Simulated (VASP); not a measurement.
A run of VASP 6.6.1 is set up as follows.

File POSCAR:

```
LuHg
1.0
    3.6892725022      0.0000000000      0.0000000000
    0.0000000000      3.6892725022      0.0000000000
    0.0000000000      0.0000000000      3.6892725022
Lu Hg
1 1
Direct
    0.5000000000      0.5000000000      0.5000000000
    0.0000000000      0.0000000000      0.0000000000
```

The input INCAR.step1:

```
  PREC = Accurate
  ENCUT = 520
  ISMEAR = -1
  SIGMA = 0.1
  LREAL = False
  LASPH = True
  NELM = 100
  NBANDS = 26
  GGA = PE
  ALGO = Normal
  EDIFF = 1E-4
  LWAVE = True
  LCHARG = False
```

INCAR.step2

```
  PREC = Accurate
  ENCUT = 520
  EDIFF = 1E-6
  ISMEAR = -1
  SIGMA = 0.1
  LREAL = False
  LASPH = True
  NELM = 100
  ALGO = Normal
  ISIF = 2
  LWAVE = False
  LCHARG = False
  METAGGA = R2SCAN
  LMIXTAU = True
  NBANDS = 26
  ISTART = 1
```

File KPOINTS:

```
regular mesh
0
Gamma
  7 7 7
```

Potentials or basis: VASP PAW PBE potentials, release 64 (Lu, Hg).

Run with:

```sh
$ cat potpaw_PBE.64/Lu/POTCAR potpaw_PBE.64/Hg/POTCAR > POTCAR
$ cp INCAR.step1 INCAR
$ mpirun -np 1 vasp_std > vasp.out
$ cp INCAR.step2 INCAR
$ mpirun -np 1 vasp_std > vasp.out
```

Predict the pressure.

-3.9 GPa.

Caveat: the PAW data sets were made with another functional, which shifts forces and pressure a little.
